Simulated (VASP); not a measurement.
# Si8NO14 (a cell with a defect) in VASP: a series of runs, part 2 of 2

VASP 6.6.1. Earlier steps stand in the parts before.

## 3. Single point, PBE

File INCAR:

```
SYSTEM = Si8NO14
ALGO = Normal
EDIFF = 1E-7
ENCUT = 520
GGA = PE
ISIF = 2
ISMEAR = 0
LASPH = .TRUE.
LCHARG = .FALSE.
LREAL = Auto
LWAVE = .FALSE.
NBANDS = 78
NELECT = 122.0
NELM = 100
PREC = Accurate
SIGMA = 0.05
```

File KPOINTS:

```
k-points
0
G
  2 2 2
  0 0 0
```

File POSCAR:

```
Si8NO14
1.0
   -4.1667000000     -4.1667000000      0.0000000000
    4.1667000000     -4.1667000000      0.0000000000
    0.0000000000      0.0000000000      5.3290000000
Si O N
8 14 1
Direct
    0.5000000000      0.5009357990     -0.0001019137
    0.0000000000      0.5062655976      0.2500000000
    0.5000000000      0.5009357990      0.5001019137
    0.0000000000      0.4964954838      0.7500000000
    0.0000000000     -0.0013871729      0.0141226098
    0.5000000000      0.0028890131      0.2500000000
    0.0000000000     -0.0013871729      0.4858773902
    0.5000000000      0.0068977912      0.7500000000
    0.1973637508      0.4899741564     -0.0024486384
    0.8026362492      0.4899741564     -0.0024486384
    0.1973637508      0.4899741564      0.5024486384
    0.0000000000      0.1918097342      0.7500000000
    0.8026362492      0.4899741564      0.5024486384
    0.0000000000      0.8024965663      0.7500000000
    0.6915334767      0.0072060544     -0.0002798622
    0.5000000000      0.6960937813      0.2500000000
    0.3084665233      0.0072060544     -0.0002798622
    0.5000000000      0.3081705915      0.2500000000
    0.6915334767      0.0072060544      0.5002798622
    0.5000000000      0.6979226515      0.7500000000
    0.3084665233      0.0072060544      0.5002798622
    0.5000000000      0.3089074630      0.7500000000
    0.0000000000     -0.1996667689      0.2500000000
```

Potentials or basis: VASP PAW PBE potentials, release 64 (Si, O, N).

Started as:

```sh
$ cat potpaw_PBE.64/Si/POTCAR potpaw_PBE.64/O/POTCAR potpaw_PBE.64/N/POTCAR > POTCAR
$ mpirun -np 1 vasp_std > vasp.out
```

OUTCAR:

```text
SYSTEM = Si8NO14
   EDIFF = 1E-7
   ENCUT = 520
   GGA = PE
   ISIF = 2
   ISMEAR = 0
   LASPH = .TRUE.
   LREAL = Auto
   NELECT = 122.0
   NELM = 100
   PREC = Accurate

 ion  position               nearest neighbor table
   1  0.500  0.501  1.000-  22 1.75  18 1.75  16 1.76  20 1.77   9 1.78  10 1.78   3 2.66   3 2.67

   2  0.000  0.506  0.250-  23 1.73  10 1.78  11 1.78  13 1.78   9 1.78   4 2.67   4 2.67
   3  0.500  0.501  0.500-  22 1.75  18 1.75  16 1.76  20 1.77  11 1.78  13 1.78   1 2.66   1 2.67

[... 858 lines left out ...]
  Total       28.6797341     28.6797341     29.1083848      4.3133516      0.0000000     -0.0000000
  in kB      248.3279035    248.3279035    252.0394412     37.3478202      0.0000000     -0.0000000
  external PRESSURE =     249.5650827 kB  Pullay stress =       0.0000000 kB

 VOLUME and BASIS-vectors are now :
 -----------------------------------------------------------------------------
  energy-cutoff  :      520.00
  volume of cell :      185.04
      direct lattice vectors                 reciprocal lattice vectors
    -4.166700000 -4.166700000  0.000000000    -0.119999040 -0.119999040  0.000000000
     4.166700000 -4.166700000  0.000000000     0.119999040 -0.119999040  0.000000000
     0.000000000  0.000000000  5.329000000     0.000000000  0.000000000  0.187652468

 POSITION                                       TOTAL-FORCE (eV/Angst)
 -----------------------------------------------------------------------------------
      0.00390     -4.17060      5.32846        -0.002344      0.002344     -0.013600
      2.10946     -2.10946      1.33225         0.005916     -0.005916      0.000000
      0.00390     -4.17060      2.66504        -0.002344      0.002344      0.013600
      2.06875     -2.06875      3.99675        -0.010430      0.010430      0.000000
      4.16092     -4.16092      0.07526        -0.008379      0.008379      0.046790
     -2.07131     -2.09539      1.33225        -0.009951      0.009951      0.000000
[... 15 lines left out ...]
     -0.79623     -3.37047      3.99675        -0.012391      0.012391      0.000000
      3.33475     -3.33475      1.33225        -0.008810      0.008810      0.000000
 -----------------------------------------------------------------------------------
    total drift:                                0.000143     -0.000143     -0.000001

  FREE ENERGIE OF THE ION-ELECTRON SYSTEM (eV)
  ---------------------------------------------------
  free  energy   TOTEN  =      -163.4867480552 eV

  energy  without entropy=     -163.4867480552  energy(sigma->0) =     -163.48674806
```

OSZICAR:

```text
N       E                     dE             d eps       ncg     rms          rms(c)
DAV:   1     0.680714419751E+03    0.68071E+03   -0.68339E+04  1248   0.152E+03
DAV:   2    -0.143584098193E+03   -0.82430E+03   -0.80499E+03  1472   0.340E+02
DAV:   3    -0.183120261527E+03   -0.39536E+02   -0.39340E+02  1544   0.770E+01
DAV:   4    -0.183521216363E+03   -0.40095E+00   -0.40013E+00  1528   0.855E+00
DAV:   5    -0.183526108896E+03   -0.48925E-02   -0.48897E-02  1496   0.883E-01    0.351E+01
DAV:   6    -0.163313957044E+03    0.20212E+02   -0.77489E+01  1416   0.316E+01    0.159E+01
DAV:   7    -0.163451638936E+03   -0.13768E+00   -0.39055E+00  1528   0.687E+00    0.611E+00
DAV:   8    -0.163465392569E+03   -0.13754E-01   -0.26284E-01  1440   0.184E+00    0.266E+00
DAV:   9    -0.163483544991E+03   -0.18152E-01   -0.49777E-02  1528   0.116E+00    0.499E-01
DAV:  10    -0.163486359962E+03   -0.28150E-02   -0.10780E-02  1464   0.380E-01    0.318E-01
DAV:  11    -0.163486695277E+03   -0.33532E-03   -0.20274E-03  1424   0.175E-01    0.790E-02
DAV:  12    -0.163486741249E+03   -0.45971E-04   -0.19884E-04  1448   0.623E-02    0.190E-02
DAV:  13    -0.163486748043E+03   -0.67942E-05   -0.34961E-05  1496   0.254E-02    0.972E-03
DAV:  14    -0.163486747739E+03    0.30404E-06   -0.37983E-06  1480   0.983E-03    0.389E-03
DAV:  15    -0.163486748069E+03   -0.32968E-06   -0.11768E-06  1440   0.466E-03    0.133E-03
DAV:  16    -0.163486748055E+03    0.13461E-07   -0.98803E-08   936   0.149E-03
   1 F= -.16348675E+03 E0= -.16348675E+03  d E =-.133124E-21
```

stdout:

```text
POSCAR found type information on POSCAR SiO N
 POSCAR found :  3 types and      23 ions
 scaLAPACK will be used
 LDA part: xc-table for (Slater+PW92), standard interpolation
 POSCAR, INCAR and KPOINTS ok, starting setup
 FFT: planning ... GRIDC
 FFT: planning ... GRID_SOFT
 FFT: planning ... GRID
 WAVECAR not read
 entering main loop
 the old and the new charge density differ
 old charge density:   121.00000 new  121.99999
    0.351E+01
```

Wall time 99 s (1 thread of Intel Xeon 6975P-C (Granite Rapids), shared host); peak memory 0.32 GiB.

Results:

```yaml
Free_energy: -163.4867 eV
Largest_force: 0.048 eV/Å
```

Forces on the atoms (eV/Å):
```
Si  -0.002  0.002 -0.014
Si   0.006 -0.006  0.000
Si  -0.002  0.002  0.014
Si  -0.010  0.010  0.000
Si  -0.008  0.008  0.047
Si  -0.010  0.010  0.000
Si  -0.008  0.008 -0.047
Si  -0.004  0.004  0.000
O   -0.015 -0.034 -0.007
O    0.034  0.015 -0.007
O   -0.015 -0.034  0.007
O   -0.001  0.001  0.000
O    0.034  0.015  0.007
O    0.023 -0.023  0.000
O   -0.027 -0.020 -0.006
O    0.018 -0.018  0.000
O    0.020  0.027 -0.006
O   -0.009  0.009  0.000
O   -0.027 -0.020  0.006
O    0.006 -0.006  0.000
O    0.020  0.027  0.006
O   -0.012  0.012  0.000
N   -0.009  0.009  0.000
```

Caveat: the k points lie up to 0.59 Å⁻¹ apart; the cell carries a net charge on a neutralising background, which shifts energy and pressure; the cell is charged against a uniform background, so pressure and absolute levels hang on convention.

## 4. Single point, PBE

File INCAR:

```
  ALGO = Normal
  EDIFF = 1E-7
  ENCUT = 520
  GGA = PE
  ISIF = 2
  ISMEAR = 0
  LASPH = True
  LCHARG = False
  LREAL = Auto
  LWAVE = False
  NBANDS = 78
  NELECT = 122.0
  NELM = 80
  PREC = Accurate
  SIGMA = 0.05
```

File KPOINTS:

```
k-points
0
Gamma
  2 2 2
```

File POSCAR:

```
Si8NO14
1.0
   -4.1667000000     -4.1667000000      0.0000000000
    4.1667000000     -4.1667000000      0.0000000000
    0.0000000000      0.0000000000      5.3290000000
Si O N
8 14 1
Direct
    0.4986420909      0.4998358413      0.0010553575
   -0.0013589891      0.4944907241      0.2512188028
    0.4986418509      0.4998365613      0.5013764309
   -0.0013580291      0.5042238462      0.7512135485
   -0.0013598291      0.0021455828      0.0153396510
    0.4986414909     -0.0020185039      0.2512180522
   -0.0013618691      0.0021032232      0.4870358416
    0.4986408909     -0.0059531524      0.7512150497
    0.1960933113      0.5104660763     -0.0013109401
    0.8011877505      0.5104646363     -0.0013130043
    0.1960963112      0.5104570763      0.5037446050
   -0.0013595891      0.1979614563      0.7512118596
    0.8011857105      0.5104544364      0.5037468568
   -0.0013597091      0.8087718098      0.7512197410
    0.6901858785     -0.0063403893      0.0008969788
    0.4986417309      0.6925414597      0.2512137362
    0.3070987832     -0.0063406293      0.0008973541
    0.4986399309      0.3046254830      0.2512163633
    0.6901831185     -0.0063405093      0.5015348095
    0.4986395709      0.6919268246      0.7512169263
    0.3070991432     -0.0063419493      0.5015338713
    0.4986395709      0.3029182567      0.7512174892
   -0.0013581491      0.2003861569      0.2512169263
```

Started as:

```sh
$ cat potpaw_PBE.64/Si/POTCAR potpaw_PBE.64/O/POTCAR potpaw_PBE.64/N/POTCAR > POTCAR
$ mpirun -np 1 vasp_std > vasp.out
```

Wall time 96 s (1 thread of Intel Xeon 6975P-C (Granite Rapids), shared host); peak memory 0.32 GiB.

The run converged. Its results:

* Free energy: -163.4869 eV
* Largest force: 0.030 eV/Å

Forces on the atoms (eV/Å):
```
Si   0.001 -0.001 -0.001
Si  -0.010  0.010  0.001
Si   0.001 -0.001  0.004
Si  -0.004  0.004  0.000
Si   0.008 -0.008  0.026
Si   0.006 -0.006 -0.001
Si   0.010 -0.010 -0.026
Si  -0.003  0.003  0.001
O   -0.008 -0.010 -0.002
O    0.010  0.008 -0.002
O   -0.008 -0.011 -0.001
O   -0.006  0.006 -0.002
O    0.011  0.008 -0.001
O   -0.001  0.001  0.003
O   -0.023 -0.017  0.000
O    0.016 -0.016  0.004
O    0.017  0.023  0.000
O   -0.013  0.013  0.000
O   -0.023 -0.017 -0.003
O    0.014 -0.014  0.003
O    0.017  0.023 -0.003
O   -0.015  0.015  0.001
N    0.003 -0.003 -0.001
```

Levels at points of the mesh, in eV from the Fermi level:
```csv
k point,band 57,band 58,band 59,band 60,band 61,band 62,band 63,band 64,band 65,band 66
"(0.00, 0.00, 0.00)",-3.42,-3.09,-2.78,-1.23,-1.19,3.42,3.93,4.14,4.38,5.08
"(0.50, 0.00, 0.00)",-3.53,-3.28,-3.03,-1.74,-0.65,3.58,4.16,4.94,5.14,5.18
"(0.00, 0.50, 0.00)",-3.43,-3.28,-3.14,-1.32,-0.96,2.67,4.15,4.45,5.29,5.55
"(0.50, 0.50, 0.00)",-3.45,-3.41,-2.93,-1.52,-0.76,3.03,4.89,4.91,5.32,6.05
"(0.00, 0.00, 0.50)",-3.68,-3.56,-3.02,-1.26,-0.39,2.61,3.79,5.39,5.50,5.90
"(0.50, 0.00, 0.50)",-3.36,-3.04,-3.03,-1.50,-0.32,3.34,4.06,5.67,5.72,5.73
"(0.00, 0.50, 0.50)",-3.60,-3.17,-3.12,-1.18,-0.47,2.62,3.44,5.50,5.83,6.35
"(0.50, 0.50, 0.50)",-3.56,-3.51,-3.40,-1.54,-0.23,3.26,3.48,6.16,6.64,6.68
```

Caveat: the k points lie up to 0.59 Å⁻¹ apart; the cell carries a net charge on a neutralising background, which shifts energy and pressure; the cell is charged against a uniform background, so pressure and absolute levels hang on convention.

## 5. Single point, PBE

File INCAR:

```
SYSTEM = Si8NO14
PREC = Accurate ; ENCUT = 520
EDIFF = 1E-6 ; ISMEAR = 0
SIGMA = 0.05 ; LREAL = Auto
LASPH = .TRUE. ; NELM = 60
ALGO = Normal ; ISIF = 2
LWAVE = .FALSE. ; LCHARG = .FALSE.
GGA = PE ; NELECT = 122.0
NBANDS = 78
```

File KPOINTS:

```
regular mesh
0
G
  2 2 2
  0 0 0
```

File POSCAR:

```
Si8NO14
1.0
   -4.1667000000     -4.1667000000      0.0000000000
    4.1667000000     -4.1667000000      0.0000000000
    0.0000000000      0.0000000000      5.3290000000
Si O N
8 14 1
Direct
    0.4992539660      0.5021046632     -0.0020960781
   -0.0000038400      0.5235970912      0.2509318822
    0.4992591259      0.5021064631      0.5038590730
   -0.0011203110      0.4959776322      0.7509298180
   -0.0059279526     -0.0075208198     -0.0129996247
    0.4932877337      0.0034696522      0.2509014825
   -0.0058830729     -0.0075280198      0.5148534434
    0.4998434013      0.0012886697      0.7509054232
    0.1984716922      0.4988048096     -0.0098583224
    0.8004007968      0.4982172943     -0.0079998123
    0.1984640123      0.4988069695      0.5116854945
   -0.0027238582      0.1946001632      0.7509386376
    0.8004119567      0.4982207742      0.5098256709
   -0.0029319365      0.8001714786      0.7509485832
    0.6899308806     -0.0011224710     -0.0053148808
    0.4982253342      0.6962986296      0.2508874085
    0.3092326061     -0.0021411429     -0.0097765059
    0.4981859745      0.3079822161      0.2508905986
    0.6899408405     -0.0011305110      0.5071307938
    0.5013930689      0.6957754338      0.7508877838
    0.3092314061     -0.0021509828      0.5115909176
    0.5008899129      0.3063109895      0.7508842184
    0.0087236902      0.1070921833      0.2509311315
```

Started as:

```sh
$ cat potpaw_PBE.64/Si/POTCAR potpaw_PBE.64/O/POTCAR potpaw_PBE.64/N/POTCAR > POTCAR
$ mpirun -np 1 vasp_std > vasp.out
```

Wall time 84 s (1 thread of Intel Xeon 6975P-C (Granite Rapids), shared host); peak memory 0.32 GiB.

It converged, with:

```
Free energy   : -160.4785 eV
Largest force : 7.159 eV/Å
```

Forces on the atoms (eV/Å):
```
Si  -0.140  0.126  0.141
Si   0.933 -0.936 -0.001
Si  -0.140  0.127 -0.139
Si  -0.433  0.438 -0.001
Si  -0.742  0.443  1.017
Si  -0.144 -0.032 -0.001
Si  -0.741  0.446 -1.015
Si  -0.170  0.165  0.001
O   -0.188  0.403  0.467
O   -0.437  0.213  0.464
O   -0.188  0.403 -0.467
O   -0.446  0.448 -0.003
O   -0.438  0.213 -0.462
O   -0.286  0.307 -0.004
O   -0.278  0.313  0.138
O   -0.130  0.122  0.001
O   -0.270  0.418  0.200
O   -0.133  0.123  0.004
O   -0.274  0.314 -0.140
O   -0.239  0.242  0.001
O   -0.269  0.419 -0.199
O   -0.097  0.153  0.001
N    5.250 -4.866 -0.003
```

Levels at points of the mesh, in eV from the Fermi level:
```tsv
k point	band 59	band 60	band 61	band 62	band 63	band 64
(0.00, 0.00, 0.00)	-3.76	-1.59	-1.18	2.69	3.03	3.57
(0.50, 0.00, 0.00)	-3.58	-2.19	-0.83	3.10	3.32	4.00
(0.00, 0.50, 0.00)	-4.22	-1.63	-0.77	1.66	3.41	3.52
(0.50, 0.50, 0.00)	-4.25	-2.02	-0.65	1.94	3.99	4.16
(0.00, 0.00, 0.50)	-4.07	-1.44	-0.32	1.79	3.76	4.30
(0.50, 0.00, 0.50)	-4.02	-1.94	-0.43	2.24	3.77	4.33
(0.00, 0.50, 0.50)	-4.19	-1.42	-0.23	1.74	2.62	4.56
(0.50, 0.50, 0.50)	-4.01	-1.96	-0.22	2.09	2.54	5.21
```

Caveat: the k points lie up to 0.59 Å⁻¹ apart; the cell carries a net charge on a neutralising background, which shifts energy and pressure; the cell is charged against a uniform background, so pressure and absolute levels hang on convention.
